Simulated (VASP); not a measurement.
Crystal: KBr.

```
K Br
1.0
     0.00000    3.30244    3.30244
     3.30244    0.00000    3.30244
     3.30244    3.30244    0.00000
K Br
1 1
Cartesian
  0.0000 0.0000 0.0000
  3.3024 3.3024 3.3024
```

Base run:

```yaml
Program: VASP 6.6.1
Functional: PBE-based global hybrid
Potentials_or_basis: VASP PAW PBE potentials, release 64 (K_sv, Br)
Cutoff: 520 eV
k_mesh: 4 × 4 × 4
Occupations: gaussian, width 0.01 eV
Spin: no spin polarisation
```

Its results: band gap on the k mesh 4.80 eV, direct; pressure 0.7 GPa.

The run is repeated on the same cell with these changes: functional from PBE-based global hybrid to PBE-based screened hybrid. What comes out?

Band gap on the k mesh 4.66 eV, direct; pressure 0.7 GPa.

Caveats: the PAW data sets were made with another functional, which shifts forces and pressure a little.

